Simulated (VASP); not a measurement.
# Al in VASP: single point with r2SCAN

Aim: the single point of Al with r2SCAN.

All numbers are computed with VASP 6.6.1; they aren't measurements. Logs are shortened: lines on timing, memory, paths and dates and some standing lists are left out, and cuts for length are marked.

### 1 The cell of the first run

The cell holds a slab with vacuum, 17 atoms: a = 2.822 Å, b = 9.682 Å, c = 24.453 Å, α = 90.00°, β = 90.00°, γ = 98.38°.

### 2 Single point, r2SCAN

POSCAR

```
Al
1.0
    2.8221979689      0.0000000000      0.0000000000
   -1.4110989845      9.5791097878      0.0000000000
    0.0000000000      0.0000000000     24.4528008093
Al
17
Direct
    0.5325503690      0.0651007380      0.3067133315
    0.6711130227      0.3422260455      0.3469813874
    0.2988255535      0.5976511070      0.3550349986
    0.9265380842      0.8530761685      0.3630886098
    0.0651007380      0.1302014760      0.4033566657
    0.2036633917      0.4073267834      0.4436247217
    0.8313759225      0.6627518449      0.4516783329
    0.4590884532      0.9181769064      0.4597319441
    0.5976511070      0.1953022139      0.5000000000
    0.7362137607      0.4724275214      0.5402680559
    0.3639262915      0.7278525829      0.5483216671
    0.9916388222      0.9832776444      0.5563752783
    0.1302014760      0.2604029519      0.5966433343
    0.2687641297      0.5375282594      0.6369113902
    0.8964766604      0.7929533209      0.6449650014
    0.5241891912      0.0483783824      0.6530186126
    0.6627518449      0.3255036899      0.6932866685
```

INCAR.step1

```
PREC = Accurate ; ENCUT = 440
ISMEAR = 0 ; SIGMA = 0.1
LREAL = F ; LASPH = T
NELM = 120 ; LDIPOL = T
IDIPOL = 3 ; DIPOL = 0.5 0.5 0.500
NBANDS = 40 ; ISYM = 0
GGA = PE ; ALGO = Normal
EDIFF = 1E-5 ; LWAVE = T
LCHARG = F ; GGA_COMPAT = F
NELMDL = -8
```

INCAR.step2

```
PREC = Accurate ; ENCUT = 440
EDIFF = 1E-6 ; ISMEAR = 0
SIGMA = 0.1 ; LREAL = F
LASPH = T ; NELM = 120
ALGO = Normal ; ISIF = 2
LWAVE = F ; LCHARG = T
LDIPOL = T ; IDIPOL = 3
DIPOL = 0.5 0.5 0.500 ; METAGGA = R2SCAN
LMIXTAU = T ; LELF = T
LVHAR = T ; LVACPOTAV = T
NBANDS = 40 ; ISYM = 0
ISTART = 1 ; GGA_COMPAT = F
```

KPOINTS

```
Automatic mesh
0
Gamma
  12 4 1
```

Potentials or basis: VASP PAW PBE potentials, release 64 (Al).

Started as:

```sh
$ cat potpaw_PBE.64/Al/POTCAR > POTCAR
$ cp INCAR.step1 INCAR
$ mpirun -np 1 vasp_std > vasp.out
$ cp INCAR.step2 INCAR
$ mpirun -np 1 vasp_std > vasp.out
```

OUTCAR:

```text
PREC = Accurate
   ENCUT = 440
   EDIFF = 1E-6
   ISMEAR = 0
   LREAL = F
   LASPH = T
   NELM = 120
   ISIF = 2
   METAGGA = R2SCAN
   ISYM = 0
   ISTART = 1

 ion  position               nearest neighbor table
   1  0.533  0.065  0.307-   5 2.82   5 2.82   4 2.83   4 2.83   2 2.83
   2  0.671  0.342  0.347-   6 2.82   6 2.82   5 2.83   1 2.83   5 2.83   3 2.83   3 2.83
   3  0.299  0.598  0.355-   7 2.82   7 2.82   4 2.83   2 2.83   2 2.83   4 2.83   6 2.83
   4  0.927  0.853  0.363-   8 2.82   8 2.82   1 2.83   1 2.83   5 2.83   3 2.83   3 2.83   7 2.83

   5  0.065  0.130  0.403-   1 2.82   1 2.82   9 2.82   9 2.82   2 2.83   6 2.83   4 2.83   2 2.83
                             8 2.83   8 2.83
   6  0.204  0.407  0.444-  10 2.82  10 2.82   2 2.82   2 2.82   9 2.83   5 2.83   9 2.83   7 2.83
                             7 2.83   3 2.83
   7  0.831  0.663  0.452-  11 2.82  11 2.82   3 2.82   3 2.82  10 2.83   8 2.83   6 2.83   6 2.83
                             8 2.83   4 2.83
   8  0.459  0.918  0.460-  12 2.82  12 2.82   4 2.82   4 2.82  11 2.83   9 2.83   7 2.83   7 2.83
                             5 2.83   5 2.83
   9  0.598  0.195  0.500-   5 2.82   5 2.82  13 2.82  13 2.82   6 2.83  12 2.83  12 2.83   8 2.83
                            10 2.83   6 2.83
  10  0.736  0.472  0.540-   6 2.82   6 2.82  14 2.82  14 2.82   7 2.83   9 2.83  11 2.83  11 2.83
                            13 2.83  13 2.83
  11  0.364  0.728  0.548-   7 2.82   7 2.82  15 2.82  15 2.82   8 2.83  12 2.83  10 2.83  10 2.83
                            12 2.83  14 2.83
  12  0.992  0.983  0.556-   8 2.82   8 2.82  16 2.82  16 2.82   9 2.83   9 2.83  11 2.83  11 2.83
                            15 2.83  13 2.83
  13  0.130  0.260  0.597-  17 2.82  17 2.82   9 2.82   9 2.82  16 2.83  16 2.83  14 2.83  12 2.83
                            10 2.83  10 2.83
  14  0.269  0.538  0.637-  10 2.82  10 2.82  17 2.83  17 2.83  13 2.83  15 2.83  15 2.83  11 2.83

  15  0.896  0.793  0.645-  11 2.82  11 2.82  14 2.83  16 2.83  16 2.83  14 2.83  12 2.83
  16  0.524  0.048  0.653-  12 2.82  12 2.82  13 2.83  13 2.83  17 2.83  15 2.83  15 2.83
  17  0.663  0.326  0.693-  13 2.82  13 2.82  14 2.83  14 2.83  16 2.83

IMPORTANT INFORMATION: All symmetrisations will be switched off!
NOSYMM: (Re-)initialisation of all symmetry stuff for point group C_1.

----------------------------------------------------------------------------------------

                                     Primitive cell

  volume of cell :     661.0605

  direct lattice vectors                    reciprocal lattice vectors
     2.822197969  0.000000000  0.000000000     0.354333754  0.052196917  0.000000000
    -1.411098984  9.579109788  0.000000000     0.000000000  0.104393834  0.000000000
     0.000000000  0.000000000 24.452800809     0.000000000  0.000000000  0.040895111

  length of vectors
     2.822197969  9.682486492 24.452800809     0.358157685  0.104393834  0.040895111

  position of ions in fractional coordinates (direct lattice)
     0.532550369  0.065100738  0.306713331
     0.671113023  0.342226045  0.346981387
     0.298825554  0.597651107  0.355034999
[... 151 lines left out ...]
  Thomas-Fermi vector in A             =   1.780107
   LORBIT       =      0    0 simple, 1 ext, 2 COOP (PROOUT), +10 PAW based schemes
   METAGGA = R2SCAN    functional components
   LHFCALC =     F    Hartree Fock is set to
   AEXX    =    0.0000 exact exchange contribution
   IVDW    =     0    specifies the selected vdW correction
   LEPSILON=     F    determine dielectric tensor
   LRPA    =     F    only Hartree local field effects (RPA)
 non-spin polarized calculation
 Gauss-broadening in eV      SIGMA  =   0.10
  energy-cutoff  :      440.00
  volume of cell :      661.06
 maximum number of plane-waves:     13914
   NGX =  9   NGY = 33   NGZ = 83

 dipolmoment           0.000000      0.000000     -0.000001 electrons x Angstroem

 number of electron      51.0000000 magnetization

 dipolmoment           0.000000      0.000000      0.000005 electrons x Angstroem

 Free energy of the ion-electron system (eV)
  ---------------------------------------------------
  ext. energy  EPLUGINS =         0.00000000
  ---------------------------------------------------
  free energy    TOTEN  =      -110.84768651 eV

  energy without entropy =     -110.81135682  energy(sigma->0) =     -110.82952166

 E-fermi :   1.0026     XC(G=0):  -5.2628

 val. band max:        1.0022695350   @ k =   0.5000  -0.0000   0.0000
 cond. band min:       1.0255559741   @ k =   0.2500   0.2500   0.0000
 fundamental gap:      0.0232864391
 Fermi energy:         1.0026260608

 k-point     1 :       0.0000    0.0000    0.0000
  band No.  band energies     occupation
      1     -10.7073      2.00000
      2      -9.7087      2.00000
      3      -9.0134      2.00000
      4      -9.0105      2.00000
      5      -8.1789      2.00000
      6      -8.0088      2.00000
[... 949 lines left out ...]
     36       3.1999      0.00000
     37       3.4170      0.00000

 [... further k-points ...]

 [bands above 37 left out]

------------------------ aborting loop because EDIFF is reached ----------------------------------------

  FORCE on cell =-STRESS in cart. coord.  units (eV):
  Direction    XX          YY          ZZ          XY          YZ          ZX
  --------------------------------------------------------------------------------------
  -------------------------------------------------------------------------------------
  Total       -5.8843606     -4.8810380     -0.4333126     -0.0120014     -0.3555289     -0.0366162
  in kB      -14.2616122    -11.8299126     -1.0501968     -0.0290871     -0.8616765     -0.0887447
  external PRESSURE =      -9.0472406 kB  Pullay stress =       0.0000000 kB

 VOLUME and BASIS-vectors are now :
 -----------------------------------------------------------------------------
  energy-cutoff  :      440.00
  volume of cell :      661.06
      direct lattice vectors                 reciprocal lattice vectors
     2.822197969  0.000000000  0.000000000     0.354333754  0.052196917  0.000000000
    -1.411098984  9.579109788  0.000000000     0.000000000  0.104393834  0.000000000
     0.000000000  0.000000000 24.452800809     0.000000000  0.000000000  0.040895111

 POSITION                                       TOTAL-FORCE (eV/Angst)
 -----------------------------------------------------------------------------------
      1.41110      0.62361      7.50000         0.001842      0.074435      0.152838
      1.41110      3.27822      8.48467        -0.006187      0.069660     -0.160212
     -0.00000      5.72497      8.68160        -0.001523     -0.065276      0.012256
      1.41110      8.17171      8.87853         0.004035     -0.035880     -0.208211
     -0.00000      1.24721      9.86320         0.008900     -0.003892      0.201080
     -0.00000      3.90183     10.84787         0.000844     -0.110678      0.020966
[... 9 lines left out ...]
      1.41110      0.46342     15.96813         0.006813     -0.068928      0.160258
      1.41110      3.11804     16.95280        -0.002490     -0.074411     -0.152769
 -----------------------------------------------------------------------------------
    total drift:                               -0.000491     -0.000936      0.000343

  FREE ENERGIE OF THE ION-ELECTRON SYSTEM (eV)
  ---------------------------------------------------
  free  energy   TOTEN  =      -110.8476865070 eV

  energy  without entropy=     -110.8113568201  energy(sigma->0) =     -110.82952166

 vacuum level on the upper side and lower side of the slab         5.220         5.220
```

Wall time 33 min (1 thread of Intel Xeon 6975P-C (Granite Rapids), shared host); peak memory 0.77 GiB.

Results:

| Quantity | Value |
| --- | --- |
| Free energy | -110.8477 eV |
| Largest force | 0.211 eV/Å |
| Band gap on the k mesh | zero (an odd number of electrons rules out a gap without spin polarisation) |

Forces in eV/Å, atoms in the order of the input:
```
Al   0.002  0.074  0.153
Al  -0.006  0.070 -0.160
Al  -0.002 -0.065  0.012
Al   0.004 -0.036 -0.208
Al   0.009 -0.004  0.201
Al   0.001 -0.111  0.021
Al   0.000  0.012  0.149
Al   0.003  0.067  0.055
Al   0.000  0.000  0.000
Al  -0.004 -0.067 -0.054
Al   0.000 -0.012 -0.149
Al  -0.001  0.111 -0.021
Al  -0.009  0.004 -0.201
Al  -0.004  0.035  0.208
Al   0.002  0.066 -0.012
Al   0.007 -0.069  0.160
Al  -0.002 -0.074 -0.153
```

Caveat: the PAW data sets were made with another functional, which shifts forces and pressure a little.
